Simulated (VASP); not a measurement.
# InSb (Pmmn) in VASP: notebook, part 2 of 2

VASP 6.6.1. The steps go on from the part before.

### 4 Electric field gradients, PBE (24.84 Å³/atom)

This run uses another cell than the first one, of 24.84 Å³/atom.

Contents of INCAR:

```
SYSTEM = InSb
  ALGO = Normal
  EDIFF = 1E-8
  ENCUT = 520
  GGA = PE
  ISIF = 2
  ISMEAR = -1
  LASPH = .True.
  LCHARG = .False.
  LEFG = .True.
  LREAL = .False.
  LWAVE = .False.
  NBANDS = 26
  NELM = 80
  PREC = Accurate
  SIGMA = 0.08
```

Contents of KPOINTS:

```
k-points
0
Gamma
  6 6 11
  0 0 0
```

Contents of POSCAR:

```
InSb
1.0
    5.4620658897      0.0000000000      0.0000000000
    0.0000000000      5.8240284417      0.0000000000
    0.0000000000      0.0000000000      3.1230740751
In Sb
2 2
Direct
    0.0000000000      0.0000000000      0.0000000000
    0.5000000000      0.5000000000      0.0000000000
    0.5000000000      0.0000000000      0.8350000000
    0.0000000000      0.5000000000      0.1650000000
```

Potentials or basis: VASP PAW PBE potentials, release 64 (In_d, Sb).

The run is started by

```
$ cat potpaw_PBE.64/In_d/POTCAR potpaw_PBE.64/Sb/POTCAR > POTCAR
$ mpirun -np 1 vasp_std > vasp.out
```

OUTCAR:

```text
SYSTEM = InSb
   EDIFF = 1E-8
   ENCUT = 520
   GGA = PE
   ISIF = 2
   ISMEAR = -1
   LASPH = .True.
   LREAL = .False.
   NELM = 80
   PREC = Accurate

 ion  position               nearest neighbor table
   1  0.000  0.000  0.000-   3 2.78   3 2.78   4 2.96   4 2.96   3 3.78   3 3.78   2 3.99   2 3.99
                             2 3.99   2 3.99
   2  0.500  0.500  0.000-   4 2.78   4 2.78   3 2.96   3 2.96   4 3.78   4 3.78   1 3.99   1 3.99
                             1 3.99   1 3.99
   3  0.500  0.000  0.835-   1 2.78   1 2.78   2 2.96   2 2.96   1 3.78   1 3.78
   4  0.000  0.500  0.165-   2 2.78   2 2.78   1 2.96   1 2.96   2 3.78   2 3.78

  LATTYP: Found a simple orthorhombic cell.
 ALAT       =     3.1230740751
 B/A-ratio  =     1.7489389487
 C/A-ratio  =     1.8648383937

  Lattice vectors:

 A1 = (   0.0000000000,   0.0000000000,   3.1230740751)
 A2 = (   5.4620658897,   0.0000000000,   0.0000000000)
 A3 = (   0.0000000000,   5.8240284417,   0.0000000000)

Analysis of symmetry for initial positions (statically):
=====================================================================
 Subroutine PRICEL returns:
 Original cell was already a primitive cell.

 Routine SETGRP: Setting up the symmetry group for a
 simple orthorhombic supercell.

 Subroutine GETGRP returns: Found  8 space group operations
 (whereof  4 operations were pure point group operations)
 out of a pool of  8 trial point group operations.

The static configuration has the point symmetry C_2v.
 The point group associated with its full space group is D_2h.

Analysis of symmetry for dynamics (positions and initial velocities):
=====================================================================
 Subroutine PRICEL returns:
 Original cell was already a primitive cell.

 Routine SETGRP: Setting up the symmetry group for a
 simple orthorhombic supercell.

 Subroutine GETGRP returns: Found  8 space group operations
 (whereof  4 operations were pure point group operations)
 out of a pool of  8 trial point group operations.

The dynamic configuration has the point symmetry C_2v.
 The point group associated with its full space group is D_2h.

 Subroutine INISYM returns: Found  8 space group operations
 (whereof  4 operations are pure point group operations),
 and found     1 'primitive' translations

----------------------------------------------------------------------------------------

                                     Primitive cell

  volume of cell :      99.3488

  direct lattice vectors                    reciprocal lattice vectors
     5.462065890  0.000000000  0.000000000     0.183080911  0.000000000  0.000000000
     0.000000000  5.824028442  0.000000000     0.000000000  0.171702458  0.000000000
     0.000000000  0.000000000  3.123074075     0.000000000  0.000000000  0.320197336

  length of vectors
     5.462065890  5.824028442  3.123074075     0.183080911  0.171702458  0.320197336

  position of ions in fractional coordinates (direct lattice)
     0.000000000  0.000000000  0.000000000
     0.500000000  0.500000000  0.000000000
     0.500000000  0.000000000  0.835000000
     0.000000000  0.500000000  0.165000000
[... 95 lines left out ...]
   EFERMI_NEDOS =   21; number of points for ismear=-14 and -15
   IALGO  =     38    algorithm
   IMIX   =      4    mixing-type and parameters
     AMIX     =   0.40;   BMIX     =  1.00
     AMIX_MAG =   1.60;   BMIX_MAG =  1.00
  volume/ion in A,a.u.               =      24.84       167.61
  Fermi-wavevector in a.u.,A,eV,Ry     =   1.167136  2.205567 18.533941  1.362206
  Thomas-Fermi vector in A             =   2.303640
   LORBIT       =      0    0 simple, 1 ext, 2 COOP (PROOUT), +10 PAW based schemes
   GGA     = PE    functional components
   LHFCALC =     F    Hartree Fock is set to
   AEXX    =    0.0000 exact exchange contribution
   IVDW    =     0    specifies the selected vdW correction
   LEPSILON=     F    determine dielectric tensor
   LRPA    =     F    only Hartree local field effects (RPA)
 non-spin polarized calculation
  energy-cutoff  :      520.00
  volume of cell :       99.35
 maximum number of plane-waves:      2694
 NGX is ok and might be reduce to    42
   NGX = 21   NGY = 21   NGZ = 11

 number of electron      35.9999996 magnetization

 Free energy of the ion-electron system (eV)
  ---------------------------------------------------
  ext. energy  EPLUGINS =         0.00000000
  ---------------------------------------------------
  free energy    TOTEN  =       -12.65216451 eV

  energy without entropy =      -12.62143974  energy(sigma->0) =      -12.63680213

 E-fermi :   8.7540     XC(G=0): -10.4378

 val. band max:        8.7335112485   @ k =   0.1667   0.5000   0.4545
 cond. band min:       8.7566805473   @ k =   0.1667   0.3333   0.4545
 fundamental gap:      0.0231692987
 Fermi energy:         8.7539696852

 k-point     1 :       0.0000    0.0000    0.0000
  band No.  band energies     occupation
      1      -6.3754      2.00000
      2      -6.3712      2.00000
      3      -6.2654      2.00000
      4      -6.0776      2.00000
      5      -6.0684      2.00000
      6      -5.9462      2.00000
[... 685 lines left out ...]
     25      15.6864      0.00000
     26      15.6864      0.00000

 [... further k-points ...]

------------------------ aborting loop because EDIFF is reached ----------------------------------------

  FORCE on cell =-STRESS in cart. coord.  units (eV):
  Direction    XX          YY          ZZ          XY          YZ          ZX
  --------------------------------------------------------------------------------------
  -------------------------------------------------------------------------------------
  Total       13.2459795      5.5071756      2.7061469      0.0000000      0.0000000      0.0000000
  in kB      213.6151032     88.8130531     43.6414577      0.0000000      0.0000000      0.0000000
  external PRESSURE =     115.3565380 kB  Pullay stress =       0.0000000 kB

 VOLUME and BASIS-vectors are now :
 -----------------------------------------------------------------------------
  energy-cutoff  :      520.00
  volume of cell :       99.35
      direct lattice vectors                 reciprocal lattice vectors
     5.462065890  0.000000000  0.000000000     0.183080911  0.000000000  0.000000000
     0.000000000  5.824028442  0.000000000     0.000000000  0.171702458  0.000000000
     0.000000000  0.000000000  3.123074075     0.000000000  0.000000000  0.320197336

 POSITION                                       TOTAL-FORCE (eV/Angst)
 -----------------------------------------------------------------------------------
      0.00000      0.00000      0.00000         0.000000      0.000000      0.232020
      2.73103      2.91201      0.00000         0.000000      0.000000     -0.232020
      2.73103      0.00000      2.60777         0.000000      0.000000     -0.604143
      0.00000      2.91201      0.51531         0.000000      0.000000      0.604143
 -----------------------------------------------------------------------------------
    total drift:                                0.000000     -0.000000     -0.000000

  FREE ENERGIE OF THE ION-ELECTRON SYSTEM (eV)
  ---------------------------------------------------
  free  energy   TOTEN  =       -12.6521645098 eV

  energy  without entropy=      -12.6214397442  energy(sigma->0) =      -12.63680213

 Electric field gradients (V/A^2)
---------------------------------------------------------------------
 ion       V_xx      V_yy      V_zz      V_xy      V_xz      V_yz
---------------------------------------------------------------------
   1     -79.007    11.501    67.506    -0.000     0.000     0.000
   2     -79.007    11.501    67.506     0.000    -0.000     0.000
   3     -79.024   -77.744   156.769     0.000     0.000     0.000
   4     -79.024   -77.744   156.769     0.000    -0.000    -0.000
---------------------------------------------------------------------

 Electric field gradients after diagonalization (V/A^2)
 (convention: |V_zz| > |V_xx| > |V_yy|)
----------------------------------------------------------------------
 ion       V_xx      V_yy      V_zz     asymmetry (V_yy - V_xx)/ V_zz
----------------------------------------------------------------------
   1      67.506    11.501   -79.007       0.709
   2      67.506    11.501   -79.007       0.709
   3     -79.024   -77.744   156.769       0.008
   4     -79.024   -77.744   156.769       0.008
----------------------------------------------------------------------

           NMR quadrupolar parameters

 Cq : quadrupolar parameter    Cq=e*Q*V_zz/h
 eta: asymmetry parameters     (V_yy - V_xx)/ V_zz
 Q  : nuclear electric quadrupole moment in mb (millibarn)
----------------------------------------------------------------------
 ion       Cq(MHz)       eta       Q (mb)
----------------------------------------------------------------------
   1      -0.191       0.709       1.000
   2      -0.191       0.709       1.000
   3       0.379       0.008       1.000
   4       0.379       0.008       1.000
----------------------------------------------------------------------
```

OSZICAR:

```text
N       E                     dE             d eps       ncg     rms          rms(c)
DAV:   1     0.295567631621E+03    0.29557E+03   -0.15795E+04  4992   0.155E+03
DAV:   2     0.127499246234E+02   -0.28282E+03   -0.27591E+03  5224   0.377E+02
DAV:   3    -0.117911233225E+02   -0.24541E+02   -0.24004E+02  6148   0.125E+02
DAV:   4    -0.127194354204E+02   -0.92831E+00   -0.92512E+00  6062   0.250E+01
DAV:   5    -0.127713720210E+02   -0.51937E-01   -0.51930E-01  7646   0.539E+00    0.610E+00
DAV:   6    -0.126662686000E+02    0.10510E+00   -0.21236E-01  6874   0.693E+00    0.336E+00
DAV:   7    -0.126533349888E+02    0.12934E-01   -0.91203E-02  7044   0.322E+00    0.645E-01
DAV:   8    -0.126519867764E+02    0.13482E-02   -0.12015E-02  6410   0.133E+00    0.316E-01
DAV:   9    -0.126521655930E+02   -0.17882E-03   -0.94745E-04  6906   0.228E-01    0.812E-02
DAV:  10    -0.126521596514E+02    0.59416E-05   -0.42637E-05  7140   0.646E-02    0.332E-02
DAV:  11    -0.126521648646E+02   -0.52132E-05   -0.79421E-06  6022   0.240E-02    0.164E-02
DAV:  12    -0.126521651329E+02   -0.26826E-06   -0.58968E-07  6696   0.610E-03    0.384E-03
DAV:  13    -0.126521645036E+02    0.62931E-06   -0.20933E-07  6530   0.468E-03    0.142E-03
DAV:  14    -0.126521645305E+02   -0.26910E-07   -0.25282E-08  4508   0.117E-03    0.605E-04
DAV:  15    -0.126521644971E+02    0.33340E-07   -0.36567E-09  2832   0.498E-04    0.240E-04
DAV:  16    -0.126521645190E+02   -0.21847E-07   -0.97345E-10  2772   0.317E-04    0.497E-05
DAV:  17    -0.126521645098E+02    0.92200E-08   -0.34266E-10  2720   0.239E-04
   1 F= -.12652165E+02 E0= -.12636802E+02  d E =-.307248E-01
```

stdout:

```text
POSCAR found type information on POSCAR InSb
 POSCAR found :  2 types and       4 ions
 scaLAPACK will be used
 LDA part: xc-table for (Slater+PW92), standard interpolation
 POSCAR, INCAR and KPOINTS ok, starting setup
 FFT: planning ... GRIDC
 FFT: planning ... GRID_SOFT
 FFT: planning ... GRID
 WAVECAR not read
 entering main loop
ion   1

ion   2

ion   3

ion   4
```

It took 3.4 min on 1 thread of Intel Xeon Platinum 8488C (Sapphire Rapids), shared host; peak memory 0.36 GiB.

What came out:

| Property | Result |
| --- | --- |
| Free energy | -12.6522 eV |
| Pressure | 11.5 GPa |
| Largest force | 0.604 eV/Å |
| Band gap on the k mesh | zero (bands 18 and 19 overlap by 3.07 eV) |
| Largest electric field gradient by atom | In -79.0; Sb +156.8 V/Å² |

Forces in eV/Å, atoms in the order of the input:
```
In   0.000  0.000  0.232
In   0.000  0.000 -0.232
Sb   0.000  0.000 -0.604
Sb   0.000  0.000  0.604
```

Electric field gradients, principal values (V/Å²):
```csv
atom,least,middle,greatest (by size)
1 In,11.501,67.506,-79.007
2 In,11.501,67.506,-79.007
3 Sb,-77.744,-79.024,156.769
4 Sb,-77.744,-79.024,156.769
```

Caveat: the stress differs along the axes, from 4 to 21 GPa; without QUAD_EFG the Cq values of the log hold for a quadrupole moment of 1 mb, not for the nuclei; spin-orbit coupling is left out, which moves the levels of the heavy elements.

### 5 Electric field gradients, PBE (equal xx and yy strain of -2 %)

Contents of INCAR:

```
PREC = Accurate ; ENCUT = 520
EDIFF = 1E-8 ; ISMEAR = -1
SIGMA = 0.08 ; LREAL = False
LASPH = True ; NELM = 100
ALGO = Normal ; ISIF = 2
LWAVE = False ; LCHARG = False
GGA = PE ; LEFG = True
NBANDS = 26
```

Contents of KPOINTS:

```
regular mesh
0
Gamma
  6 6 11
```

Contents of POSCAR:

```
InSb
1.0
    5.2498600000      0.0000000000      0.0000000000
    0.0000000000      5.5977600000      0.0000000000
    0.0000000000      0.0000000000      3.0630000000
In Sb
2 2
Direct
    0.0000000000      0.0000000000      0.0000000000
    0.5000000000      0.5000000000      0.0000000000
    0.5000000000      0.0000000000      0.8350000000
    0.0000000000      0.5000000000      0.1650000000
```

Potentials or basis: VASP PAW PBE potentials, release 64 (In_d, Sb).

The run is started by

```
$ cat potpaw_PBE.64/In_d/POTCAR potpaw_PBE.64/Sb/POTCAR > POTCAR
$ mpirun -np 1 vasp_std > vasp.out
```

OUTCAR:

```text
PREC = Accurate
   ENCUT = 520
   EDIFF = 1E-8
   ISMEAR = -1
   LREAL = False
   LASPH = True
   NELM = 100
   ISIF = 2
   GGA = PE

 ion  position               nearest neighbor table
   1  0.000  0.000  0.000-   3 2.67   3 2.67   4 2.84   4 2.84   3 3.66   3 3.66   4 3.79   4 3.79
                             2 3.84   2 3.84   2 3.84   2 3.84
   2  0.500  0.500  0.000-   4 2.67   4 2.67   3 2.84   3 2.84   4 3.66   4 3.66   3 3.79   3 3.79
                             1 3.84   1 3.84   1 3.84   1 3.84
   3  0.500  0.000  0.835-   1 2.67   1 2.67   2 2.84   2 2.84   1 3.66   1 3.66   2 3.79   2 3.79

   4  0.000  0.500  0.165-   2 2.67   2 2.67   1 2.84   1 2.84   2 3.66   2 3.66   1 3.79   1 3.79

  LATTYP: Found a simple orthorhombic cell.
[... 933 lines left out ...]
   1     -93.178    10.363    82.815     0.000    -0.000     0.000
   2     -93.178    10.363    82.815     0.000     0.000     0.000
   3     -90.605   -66.296   156.900    -0.000     0.000    -0.000
   4     -90.605   -66.296   156.900    -0.000     0.000     0.000
---------------------------------------------------------------------

 Electric field gradients after diagonalization (V/A^2)
 (convention: |V_zz| > |V_xx| > |V_yy|)
----------------------------------------------------------------------
 ion       V_xx      V_yy      V_zz     asymmetry (V_yy - V_xx)/ V_zz
----------------------------------------------------------------------
   1      82.815    10.363   -93.178       0.778
   2      82.815    10.363   -93.178       0.778
   3     -90.605   -66.296   156.900       0.155
   4     -90.605   -66.296   156.900       0.155
----------------------------------------------------------------------

           NMR quadrupolar parameters

 Cq : quadrupolar parameter    Cq=e*Q*V_zz/h
 eta: asymmetry parameters     (V_yy - V_xx)/ V_zz
 Q  : nuclear electric quadrupole moment in mb (millibarn)
----------------------------------------------------------------------
 ion       Cq(MHz)       eta       Q (mb)
----------------------------------------------------------------------
   1      -0.225       0.778       1.000
   2      -0.225       0.778       1.000
   3       0.379       0.155       1.000
   4       0.379       0.155       1.000
----------------------------------------------------------------------
```

stdout:

```text
POSCAR found type information on POSCAR InSb
 POSCAR found :  2 types and       4 ions
 scaLAPACK will be used
 LDA part: xc-table for (Slater+PW92), standard interpolation
 POSCAR, INCAR and KPOINTS ok, starting setup
 FFT: planning ... GRIDC
 FFT: planning ... GRID_SOFT
 FFT: planning ... GRID
 WAVECAR not read
 entering main loop
ion   1

ion   2

ion   3

ion   4
```

It took 88 s on 1 thread of Intel Xeon 6975P-C (Granite Rapids), shared host; peak memory 0.33 GiB.

What came out:

- Free energy: -11.5391 eV
- Pressure: 23.7 GPa
- Largest force: 0.998 eV/Å
- Band gap on the k mesh: zero (bands 18 and 19 overlap by 3.69 eV)
- Largest electric field gradient by atom: In -93.2; Sb +156.9 V/Å²

Forces in eV/Å, atoms in the order of the input:
```
In   0.000  0.000  0.342
In   0.000  0.000 -0.342
Sb   0.000  0.000 -0.998
Sb   0.000  0.000  0.998
```

Electric field gradients, principal values (V/Å²):
```tsv
atom	least	middle	greatest (by size)
1 In	10.363	82.815	-93.178
2 In	10.363	82.815	-93.178
3 Sb	-66.296	-90.605	156.900
4 Sb	-66.296	-90.605	156.900
```

Caveat: the cell differs from its parent crystal (equal xx and yy strain of -2 %); the stress differs along the axes, from 12 to 39 GPa; without QUAD_EFG the Cq values of the log hold for a quadrupole moment of 1 mb, not for the nuclei; spin-orbit coupling is left out, which moves the levels of the heavy elements.

### 6 The runs side by side

```csv
cell,gap on the mesh (eV),pressure (GPa),largest force (eV/Å)
"a = 5.357, b = 5.712, c = 3.032 Å, 4 atoms",none,18.9,0.74
"a = 5.392, b = 5.750, c = 3.083 Å, 4 atoms",none,15.5,0.70
"a = 5.462, b = 5.824, c = 3.123 Å, 4 atoms",none,11.5,0.60
"a = 5.250, b = 5.598, c = 3.063 Å, 4 atoms",none,23.7,1.00
```

Alike in all rows: task electric field gradients; level PBE; potentials or basis VASP PAW PBE potentials, release 64 (In_d, Sb); no spin polarisation; k mesh 6 × 6 × 11; cutoff (eV) 520; smearing fermi-dirac 0.08 eV.

Caveats: spin-orbit coupling is left out, which moves the levels of the heavy elements; the stress differs along the axes, from 11 to 31 GPa (at least some runs); the stress differs along the axes, from 7 to 27 GPa (at least some runs); the stress differs along the axes, from 4 to 21 GPa (at least some runs); the stress differs along the axes, from 12 to 39 GPa (at least some runs).

Absolute energies hang on the potentials; compare differences alone.

The gap in the log of VASP goes by the Fermi energy; the results here count the filled bands.